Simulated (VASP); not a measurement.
# GaIr4Ru (F-43m) in VASP: a series of runs

The runs below take GaIr4Ru through single point, relaxation of cell and atoms, with PBE.

Everything below comes from runs of VASP 6.6.1. Logs are shortened: lines on timing, memory, paths and dates and some standing lists are left out, and cuts for length are marked.

## Step 1: The cell of the first run

Symmetry: F-43m, No. 216, cubic system. Conventional cell: a = 7.263 Å, b = 7.263 Å, c = 7.263 Å, α = 90.00°, β = 90.00°, γ = 90.00°. Within 4.0 Å of Ga (site symmetry -43m) lie 12 Ir at 3.01 Å and 4 Ru at 3.14 Å. Within 4.0 Å of Ru (site symmetry -43m) lie 12 Ir at 3.01 Å and 4 Ga at 3.14 Å. Within 3.4 Å of Ir (site symmetry 3m) lie 6 Ir at 2.56 to 2.57 Å and 3 Ru at 3.01 Å and 3 Ga at 3.01 Å.

## Step 2: Single point, PBE

Input file INCAR:

```
SYSTEM = GaIr4Ru
ALGO = Normal
EDIFF = 1E-6
ENCUT = 520
GGA = PE
ISIF = 2
ISMEAR = 0
LASPH = .TRUE.
LCHARG = .FALSE.
LREAL = .FALSE.
LWAVE = .FALSE.
NBANDS = 40
NELM = 80
PREC = Accurate
SIGMA = 0.1
```

Input file KPOINTS:

```
k-points
0
G
  4 4 4
  0 0 0
```

Input file POSCAR:

```
GaIr4Ru
1.0
    0.0000000000      3.6315217485      3.6315217485
    3.6315217485      0.0000000000      3.6315217485
    3.6315217485      3.6315217485      0.0000000000
Ga Ru Ir
1 1 4
Direct
    0.7500000000      0.7500000000      0.7500000000
    0.0000000000      0.0000000000      0.0000000000
    0.8756046606      0.3747984465      0.3747984465
    0.3747984465      0.3747984465      0.3747984465
    0.3747984465      0.8756046606      0.3747984465
    0.3747984465      0.3747984465      0.8756046606
```

Potentials or basis: VASP PAW PBE potentials, release 64 (Ga_d, Ru_pv, Ir).

The run is started by

```console
> cat potpaw_PBE.64/Ga_d/POTCAR potpaw_PBE.64/Ru_pv/POTCAR potpaw_PBE.64/Ir/POTCAR > POTCAR
> mpirun -np 1 vasp_std > vasp.out
```

OUTCAR:

```text
SYSTEM = GaIr4Ru
   EDIFF = 1E-6
   ENCUT = 520
   GGA = PE
   ISIF = 2
   ISMEAR = 0
   LASPH = .TRUE.
   LREAL = .FALSE.
   NELM = 80
   PREC = Accurate

 ion  position               nearest neighbor table
   1  0.750  0.750  0.750-   3 3.01   5 3.01   6 3.01   4 3.01   4 3.01   4 3.01   5 3.01   6 3.01
                             3 3.01   6 3.01   5 3.01   3 3.01
   2  0.000  0.000  0.000-   3 3.01   5 3.01   3 3.01   6 3.01   5 3.01   6 3.01   4 3.01   4 3.01
                             4 3.01   3 3.01   5 3.01   6 3.01
   3  0.876  0.375  0.375-   4 2.56   5 2.56   6 2.56   5 2.57   6 2.57   4 2.57   2 3.01   2 3.01
                             2 3.01   1 3.01   1 3.01   1 3.01
   4  0.375  0.375  0.375-   3 2.56   5 2.56   6 2.56   3 2.57   5 2.57   6 2.57   2 3.01   2 3.01
                             2 3.01   1 3.01   1 3.01   1 3.01
   5  0.375  0.876  0.375-   3 2.56   4 2.56   6 2.56   3 2.57   6 2.57   4 2.57   2 3.01   2 3.01
                             2 3.01   1 3.01   1 3.01   1 3.01
   6  0.375  0.375  0.876-   3 2.56   4 2.56   5 2.56   5 2.57   3 2.57   4 2.57   2 3.01   2 3.01
                             2 3.01   1 3.01   1 3.01   1 3.01

  LATTYP: Found a face centered cubic cell.
 ALAT       =     7.2630434970

  Lattice vectors:

 A1 = (   0.0000000000,   3.6315217485,   3.6315217485)
 A2 = (   3.6315217485,   0.0000000000,   3.6315217485)
 A3 = (   3.6315217485,   3.6315217485,   0.0000000000)

Analysis of symmetry for initial positions (statically):
=====================================================================
 Subroutine PRICEL returns:
 Original cell was already a primitive cell.

 Routine SETGRP: Setting up the symmetry group for a
 face centered cubic supercell.

 Subroutine GETGRP returns: Found 24 space group operations
 (whereof 24 operations were pure point group operations)
 out of a pool of 48 trial point group operations.

The static configuration has the point symmetry T_d .

Analysis of symmetry for dynamics (positions and initial velocities):
=====================================================================
 Subroutine PRICEL returns:
 Original cell was already a primitive cell.

 Routine SETGRP: Setting up the symmetry group for a
 face centered cubic supercell.

 Subroutine GETGRP returns: Found 24 space group operations
 (whereof 24 operations were pure point group operations)
 out of a pool of 48 trial point group operations.

The dynamic configuration has the point symmetry T_d .

 Subroutine INISYM returns: Found 24 space group operations
 (whereof 24 operations are pure point group operations),
 and found     1 'primitive' translations

----------------------------------------------------------------------------------------

                                     Primitive cell

  volume of cell :      95.7847

  direct lattice vectors                    reciprocal lattice vectors
     0.000000000  3.631521748  3.631521748    -0.137683328  0.137683328  0.137683328
     3.631521748  0.000000000  3.631521748     0.137683328 -0.137683328  0.137683328
     3.631521748  3.631521748  0.000000000     0.137683328  0.137683328 -0.137683328

  length of vectors
     5.135747309  5.135747309  5.135747309     0.238474519  0.238474519  0.238474519

  position of ions in fractional coordinates (direct lattice)
     0.750000000  0.750000000  0.750000000
     0.000000000  0.000000000  0.000000000
     0.875604661  0.374798447  0.374798447
     0.374798447  0.374798447  0.374798447
     0.374798447  0.875604661  0.374798447
     0.374798447  0.374798447  0.875604661

  ion indices of the primitive-cell ions
   primitive index   ion index
                 1           1
                 2           2
                 3           3
                 4           4
                 5           5
                 6           6

----------------------------------------------------------------------------------------

 KPOINTS: k-points

Automatic generation of k-mesh.
 Grid dimensions read from file:
 generate k-points for:    4    4    4

 Generating k-lattice:

  Cartesian coordinates                     Fractional coordinates (reciprocal lattice)
    -0.034420832  0.034420832  0.034420832     0.250000000  0.000000000  0.000000000
     0.034420832 -0.034420832  0.034420832     0.000000000  0.250000000  0.000000000
     0.034420832  0.034420832 -0.034420832     0.000000000  0.000000000  0.250000000

  Length of vectors
     0.059618630  0.059618630  0.059618630

  Shift w.r.t. Gamma in fractional coordinates (k-lattice)
     0.000000000  0.000000000  0.000000000

 Subroutine IBZKPT returns following result:
 ===========================================

 Found      8 irreducible k-points:

 Following reciprocal coordinates:
            Coordinates               Weight
  0.000000  0.000000  0.000000      1.000000
  0.250000  0.000000  0.000000      8.000000
  0.500000  0.000000  0.000000      4.000000
  0.250000  0.250000  0.000000      6.000000
  0.500000  0.250000  0.000000     24.000000
 -0.250000  0.250000  0.000000     12.000000
  0.500000  0.500000  0.000000      3.000000
 -0.250000  0.500000  0.250000      6.000000
   k-points           NKPTS =      8   k-points in BZ     NKDIM =      8   number of bands    NBANDS=     40
   number of dos      NEDOS =    301   number of ions     NIONS =      6
   total plane-waves  NPLWV =  64000
   dimension x,y,z NGX =    40 NGY =   40 NGZ =   40
   dimension x,y,z NGXF=    80 NGYF=   80 NGZF=   80
   ions per type =               1   1   4
   NGX,Y,Z   is equivalent  to a cutoff of  12.95, 12.95, 12.95 a.u.
   NGXF,Y,Z  is equivalent  to a cutoff of  25.90, 25.90, 25.90 a.u.
 SYSTEM =  GaIr4Ru
   PREC   = accura    normal or accurate (medium, high low for compatibility)
   ISTART =      0    job   : 0-new  1-cont  2-samecut
   ICHARG =      2    charge: 1-file 2-atom 10-const
   ISPIN  =      1    spin polarized calculation?
   LNONCOLLINEAR =      F non collinear calculations
   LSORBIT =      F    spin-orbit coupling
   LASPH  =      T    aspherical Exc in radial PAW
   ENCUT  =  520.0 eV  38.22 Ry    6.18 a.u.   9.55  9.55  9.55*2*pi/ulx,y,z
   NELM   =     80;   NELMIN=  2; NELMDL= -5     # of ELM steps
   EDIFF  = 0.1E-05   stopping-criterion for ELM
   LREAL  =      F    real-space projection
   EDIFFG = 0.1E-04   stopping-criterion for IOM
   NSW    =      0    number of steps for IOM
   IBRION =     -1    ionic relax: 0-MD 1-quasi-New 2-CG
   NFREE  =      0    steps in history (QN), initial steepest desc. (CG)
   ISIF   =      2    stress and relaxation
   ISYM   =      2    0-nonsym 1-usesym 2-fastsym
   POTIM  = 0.5000    time-step for ionic-motion
   TEBEG  =    0.0;   TEEND  =   0.0 temperature during run
   PSTRESS=    0.0 pullay stress
   NELECT =      63.0000    total number of electrons
   NUPDOWN=      -1.0000    fix difference up-down
   EMIN   =  10.00;   EMAX   =-10.00  energy-range for DOS
   EFERMI =   0.00;   METHOD = LEGACY
   ISMEAR =     0;   SIGMA  =   0.10  broadening in eV -4-tet -1-fermi 0-gaus
   EFERMI_NEDOS =   21; number of points for ismear=-14 and -15
   IALGO  =     38    algorithm
   IMIX   =      4    mixing-type and parameters
     AMIX     =   0.40;   BMIX     =  1.00
     AMIX_MAG =   1.60;   BMIX_MAG =  1.00
  volume/ion in A,a.u.               =      15.96       107.73
  Fermi-wavevector in a.u.,A,eV,Ry     =   1.423715  2.690431 27.578521  2.026964
  Thomas-Fermi vector in A             =   2.544283
   LORBIT       =      0    0 simple, 1 ext, 2 COOP (PROOUT), +10 PAW based schemes
   GGA     = PE    functional components
   LHFCALC =     F    Hartree Fock is set to
   AEXX    =    0.0000 exact exchange contribution
   IVDW    =     0    specifies the selected vdW correction
   LEPSILON=     F    determine dielectric tensor
   LRPA    =     F    only Hartree local field effects (RPA)
 non-spin polarized calculation
 Gauss-broadening in eV      SIGMA  =   0.10
  energy-cutoff  :      520.00
  volume of cell :       95.78
 maximum number of plane-waves:      2637
 NGX is ok and might be reduce to    40
   NGX = 19   NGY = 19   NGZ = 19

 number of electron      62.9999995 magnetization

 Free energy of the ion-electron system (eV)
  ---------------------------------------------------
  ext. energy  EPLUGINS =         0.00000000
  ---------------------------------------------------
  free energy    TOTEN  =       -43.98046034 eV

  energy without entropy =      -43.94773270  energy(sigma->0) =      -43.96409652

 E-fermi :   8.6530     XC(G=0): -12.9367

 val. band max:        8.5870024031   @ k =   0.5000   0.0000   0.0000
 cond. band min:       8.6597492785   @ k =   0.5000   0.5000   0.0000
 fundamental gap:      0.0727468754
 Fermi energy:         8.6529787716

 k-point     1 :       0.0000    0.0000    0.0000
  band No.  band energies     occupation
      1     -33.9232      2.00000
      2     -33.9232      2.00000
      3     -33.9232      2.00000
      4      -6.6381      2.00000
      5      -6.6381      2.00000
      6      -6.6381      2.00000
[... 32 lines left out ...]
     39      11.1643      0.00000
     40      14.4703      0.00000

 k-point     2 :       0.2500    0.0000    0.0000
  band No.  band energies     occupation
      1     -33.9235      2.00000
      2     -33.9232      2.00000
      3     -33.9232      2.00000
      4      -6.6401      2.00000
      5      -6.6401      2.00000
      6      -6.6396      2.00000
[... 32 lines left out ...]
     39      11.2887      0.00000
     40      13.7611      0.00000

 k-point     3 :       0.5000    0.0000    0.0000
  band No.  band energies     occupation
      1     -33.9238      2.00000
      2     -33.9231      2.00000
      3     -33.9231      2.00000
      4      -6.6416      2.00000
      5      -6.6406      2.00000
      6      -6.6406      2.00000
[... 32 lines left out ...]
     39      11.7737      0.00000
     40      14.4997      0.00000

 k-point     4 :       0.2500    0.2500    0.0000
  band No.  band energies     occupation
      1     -33.9234      2.00000
      2     -33.9232      2.00000
      3     -33.9232      2.00000
      4      -6.6436      2.00000
      5      -6.6376      2.00000
      6      -6.6376      2.00000
[... 32 lines left out ...]
     39      11.4348      0.00000
     40      12.7900      0.00000

 k-point     5 :       0.5000    0.2500    0.0000
  band No.  band energies     occupation
      1     -33.9236      2.00000
      2     -33.9232      2.00000
      3     -33.9232      2.00000
      4      -6.6438      2.00000
      5      -6.6398      2.00000
      6      -6.6392      2.00000
[... 32 lines left out ...]
     39      12.6255      0.00000
     40      13.7328      0.00000

 k-point     6 :      -0.2500    0.2500    0.0000
  band No.  band energies     occupation
      1     -33.9236      2.00000
      2     -33.9233      2.00000
      3     -33.9231      2.00000
      4      -6.6413      2.00000
      5      -6.6413      2.00000
      6      -6.6394      2.00000
[... 32 lines left out ...]
     39      11.7744      0.00000
     40      14.2164      0.00000

 k-point     7 :       0.5000    0.5000    0.0000
  band No.  band energies     occupation
      1     -33.9236      2.00000
      2     -33.9232      2.00000
      3     -33.9232      2.00000
      4      -6.6459      2.00000
      5      -6.6404      2.00000
      6      -6.6379      2.00000
[... 32 lines left out ...]
     39      11.4581      0.00000
     40      15.8665      0.00000

 k-point     8 :      -0.2500    0.5000    0.2500
  band No.  band energies     occupation
      1     -33.9236      2.00000
      2     -33.9233      2.00000
      3     -33.9233      2.00000
      4      -6.6439      2.00000
      5      -6.6397      2.00000
      6      -6.6392      2.00000
[... 32 lines left out ...]
     39      12.9295      0.00000
     40      13.0697      0.00000

------------------------ aborting loop because EDIFF is reached ----------------------------------------

  FORCE on cell =-STRESS in cart. coord.  units (eV):
  Direction    XX          YY          ZZ          XY          YZ          ZX
  --------------------------------------------------------------------------------------
  -------------------------------------------------------------------------------------
  Total        0.2450056      0.2450056      0.2450056      0.0000000      0.0000000     -0.0000000
  in kB        4.0981771      4.0981771      4.0981771      0.0000000      0.0000000     -0.0000000
  external PRESSURE =       4.0981771 kB  Pullay stress =       0.0000000 kB

 VOLUME and BASIS-vectors are now :
 -----------------------------------------------------------------------------
  energy-cutoff  :      520.00
  volume of cell :       95.78
      direct lattice vectors                 reciprocal lattice vectors
     0.000000000  3.631521748  3.631521748    -0.137683328  0.137683328  0.137683328
     3.631521748  0.000000000  3.631521748     0.137683328 -0.137683328  0.137683328
     3.631521748  3.631521748  0.000000000     0.137683328  0.137683328 -0.137683328

 POSITION                                       TOTAL-FORCE (eV/Angst)
 -----------------------------------------------------------------------------------
      5.44728      5.44728      5.44728        -0.000000     -0.000000     -0.000000
      0.00000      0.00000      0.00000        -0.000000     -0.000000     -0.000000
      2.72218      4.54087      4.54087         0.003952     -0.003952     -0.003952
      2.72218      2.72218      2.72218         0.003952      0.003952      0.003952
      4.54087      2.72218      4.54087        -0.003952      0.003952     -0.003952
      4.54087      4.54087      2.72218        -0.003952     -0.003952      0.003952
 -----------------------------------------------------------------------------------
    total drift:                               -0.000001     -0.000001     -0.000000

  FREE ENERGIE OF THE ION-ELECTRON SYSTEM (eV)
  ---------------------------------------------------
  free  energy   TOTEN  =       -43.9804603431 eV

  energy  without entropy=      -43.9477327004  energy(sigma->0) =      -43.96409652
```

Wall time 32 s (1 thread of AMD EPYC 9R14 (Zen 4), shared host); peak memory 0.22 GiB.

Results:

```yaml
Free_energy: -43.9805 eV
Pressure: 0.4 GPa
Largest_force: 0.007 eV/Å
```

Forces on the atoms (eV/Å):
```
Ga   0.000  0.000  0.000
Ru   0.000  0.000  0.000
Ir   0.004 -0.004 -0.004
Ir   0.004  0.004  0.004
Ir  -0.004  0.004 -0.004
Ir  -0.004 -0.004  0.004
```

Levels at points of the mesh, in eV from the Fermi level:
| k point | band 28 | band 29 | band 30 | band 31 | band 32 | band 33 | band 34 | band 35 |
| --- | --- | --- | --- | --- | --- | --- | --- | --- |
| (0.00, 0.00, 0.00) | -0.57 | -0.57 | -0.57 | -0.10 | -0.10 | 1.96 | 1.98 | 1.98 |
| (0.50, 0.00, 0.00) | -0.79 | -0.57 | -0.57 | -0.41 | -0.41 | -0.07 | -0.07 | 0.58 |
| (0.50, 0.50, 0.00) | -1.16 | -1.02 | -1.02 | -0.47 | -0.32 | 0.01 | 0.01 | 0.54 |

Caveat: the k points lie up to 0.37 Å⁻¹ apart; spin-orbit coupling is left out, which moves the levels of the heavy elements.

(Part 1 of 2 ends here.)
